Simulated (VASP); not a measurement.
Write the native input for VASP 6.6.1 that does the following.

```yaml
Task: single point
Functional: PBE
Dispersion: D3(BJ)
Potentials_or_basis: VASP PAW PBE potentials, release 64 (In_d, Cl)
Cutoff: 520 eV
k_mesh: 6 × 6 × 6
Occupations: gaussian, width 0.1 eV
Spin: no spin polarisation
Dipole_correction: no
Further_INCAR_settings: ALGO = Normal; EDIFF = 1e-06; NBANDS = 56
```

The structure of In3Cl lies in POSCAR:

```
In3Cl
1.0
    6.5809978050      0.0000000000      0.0000000000
   -3.2904989025      5.6993112814      0.0000000000
    0.0000000000      0.0000000000      6.1189380000
In Cl
6 2
Direct
    0.3301930000      0.1650965000      0.7500000000
    0.8349035000      0.1650965000      0.7500000000
    0.8349035000      0.6698070000      0.7500000000
    0.6698070000      0.8349035000      0.2500000000
    0.1650965000      0.8349035000      0.2500000000
    0.1650965000      0.3301930000      0.2500000000
    0.6666666700      0.3333333300      0.2500000000
    0.3333333300      0.6666666700      0.7500000000
```

The input as run:

INCAR

```
ALGO = Normal
EDIFF = 1E-6
ENCUT = 520
GGA = PE
ISIF = 2
ISMEAR = 0
IVDW = 12
LASPH = True
LCHARG = False
LREAL = False
LWAVE = False
NBANDS = 56
NELM = 100
PREC = Accurate
SIGMA = 0.1
```

KPOINTS

```
k-points
0
Gamma
  6 6 6
```

Potentials or basis: VASP PAW PBE potentials, release 64 (In_d, Cl).

Run with:

```sh
$ cat potpaw_PBE.64/In_d/POTCAR potpaw_PBE.64/Cl/POTCAR > POTCAR
$ mpirun -np 1 vasp_std > vasp.out
```

It gave:

| Item | Value |
| --- | --- |
| Pressure | -1.4 GPa |
| Largest force | 0.088 eV/Å |
| Band gap on the k mesh | zero (bands 46 and 47 overlap by 1.56 eV) |
| Dispersion energy per atom | -0.271 eV |

Caveat: spin-orbit coupling is left out, which moves the levels of the heavy elements.

Wall time 5.3 min on 1 thread of AMD EPYC 9R45 96-Core Processor (Zen 5), on a shared host, peak memory 0.46 GiB.
